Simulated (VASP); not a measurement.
Set up this calculation in VASP 6.6.1, as the native input.

- Task: single point
- Functional: PBEsol
- Potentials or basis: VASP PAW PBE potentials, release 64 (Pd)
- Cutoff: 520 eV
- k mesh: 19 × 19 × 19
- Occupations: fermi-dirac, width 0.05 eV
- Spin: no spin polarisation
- Dipole correction: no
- Further INCAR settings: ALGO = Normal; EDIFF = 1e-06; NBANDS = 11

The structure of Pd lies in POSCAR:

```
Pd
1.0
    0.0000000000      1.6789481001      1.6789481001
    1.6789481001      0.0000000000      1.6789481001
    1.6789481001      1.6789481001      0.0000000000
Pd
1
Direct
    0.0000000000      0.0000000000      0.0000000000
```

This cell differs from its parent crystal: volume scaled by 0.65.

The input as run:

INCAR

```
SYSTEM = Pd
  PREC = Accurate
  ENCUT = 520
  EDIFF = 1E-6
  ISMEAR = -1
  SIGMA = 0.05
  LREAL = .FALSE.
  LASPH = .TRUE.
  NELM = 100
  ALGO = Normal
  ISIF = 2
  LWAVE = .FALSE.
  LCHARG = .FALSE.
  GGA = PS
  NBANDS = 11
```

KPOINTS

```
regular mesh
0
G
  19 19 19
  0 0 0
```

Potentials or basis: VASP PAW PBE potentials, release 64 (Pd).

Run with:

```console
$ cat potpaw_PBE.64/Pd/POTCAR > POTCAR
$ mpirun -np 1 vasp_std > vasp.out
```

It gave:

```json
{"Pressure": "272.1 GPa", "Band gap on the k mesh": "zero (band 5 reaches 20.07 eV, above the bottom of band 6 at 16.70 eV)"}
```

Caveat: the PAW data sets were made with another functional, which shifts forces and pressure a little.

Wall time 12 s on 1 thread of Intel(R) Xeon(R) Platinum 8488C (Sapphire Rapids), with other jobs on the host, peak memory 0.14 GiB.
